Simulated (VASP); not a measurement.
Here is a VASP 6.6.1 calculation.

File INCAR:

```
SYSTEM = Ge
PREC     = Accurate       ! precision mode
ENCUT    = 500            ! plane-wave cutoff, eV
EDIFF    = 1E-6           ! SCF threshold, eV
ISMEAR   = 0              ! smearing method
SIGMA    = 0.026000000000000002 ! smearing width, eV
LREAL    = .FALSE.        ! projectors in reciprocal space
LASPH    = .TRUE.         ! aspherical terms in the spheres
NELM     = 120            ! most SCF steps
ALGO     = Normal         ! electronic algorithm
ISIF     = 2              ! what is computed and relaxed
LWAVE    = .FALSE.        ! write WAVECAR
LCHARG   = .TRUE.         ! write CHGCAR
GGA      = PE             ! functional
LELF     = .TRUE.         ! ELF
LVHAR    = .TRUE.       
NBANDS   = 21             ! bands
GGA_COMPAT= .FALSE.
```

KPOINTS

```
Automatic mesh
0
G
  11 11 11
  0 0 0
```

The input POSCAR:

```
Ge
1.0
   -2.4958980000      2.6508630000      1.4369470000
    2.4958980000     -2.6508630000      1.4369470000
    2.4958980000      2.6508630000     -1.4369470000
Ge
2
Direct
    0.3140570000      0.0640570000      0.2500000000
    0.6859430000      0.9359430000      0.7500000000
```

Potentials or basis: VASP PAW PBE potentials, release 64 (Ge_d).

The run is started by

```bash
$ cat potpaw_PBE.64/Ge_d/POTCAR > POTCAR
$ mpirun -np 1 vasp_std > vasp.out
```

What does it give for the pressure?

0.9 GPa.

Predict the band gap on the k mesh.

zero (band 14 reaches 8.62 eV, above the bottom of band 15 at 3.41 eV).

Estimate the largest force.

0.062 eV/Å.

Forces on the atoms (eV/Å):
```
Ge   0.000  0.000  0.062
Ge   0.000  0.000 -0.062
```
